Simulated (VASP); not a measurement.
Here is a VASP 6.6.1 calculation.

POSCAR

```
ZnS
1.0
    0.0000000000      2.7051900646      2.6455852243
    2.7051900646      0.0000000000      2.6455852243
    2.7051900646      2.7051900646      0.0000000000
Zn S
1 1
Direct
    0.0000000000      0.0000000000      0.0000000000
    0.2500000000      0.2500000000      0.2500000000
```

INCAR.step1

```
PREC = Accurate
ENCUT = 400
EDIFF = 1E-5
ISMEAR = 0
SIGMA = 0.01
LREAL = F
LASPH = T
NELM = 120
ALGO = Normal
ISIF = 2
LWAVE = T
NBANDS = 16
GGA = PE
GGA_COMPAT = F
```

Contents of INCAR.step2:

```
PREC = Accurate
ENCUT = 400
EDIFF = 1E-6
ISMEAR = 0
SIGMA = 0.01
LREAL = F
LASPH = T
NELM = 120
ALGO = Normal
ISIF = 2
LWAVE = F
LCHARG = T
GGA = PE
LHFCALC = T
HFSCREEN = 0.2079
PRECFOCK = Normal
LELF = T
LVHAR = T
NBANDS = 16
ISTART = 1
GGA_COMPAT = F
```

File KPOINTS:

```
regular mesh
0
Gamma
  4 4 4
```

Potentials or basis: VASP PAW PBE potentials, release 64 (Zn, S).

Launch:

```sh
$ cat potpaw_PBE.64/Zn/POTCAR potpaw_PBE.64/S/POTCAR > POTCAR
$ cp INCAR.step1 INCAR
$ mpirun -np 1 vasp_std > vasp.out
$ cp INCAR.step2 INCAR
$ mpirun -np 1 vasp_std > vasp.out
```

**Question.** What does it give for the band gap on the k mesh?

**Answer.** 3.38 eV.

**Question.** Predict the pressure.

**Answer.** 2.4 GPa.

Stress tensor (GPa, compression positive):
```
2.13 0.00 0.00
0.00 2.13 0.00
0.00 0.00 3.01
```

Caveat: the k points lie up to 0.51 Å⁻¹ apart; the PAW data sets were made with another functional, which shifts forces and pressure a little.
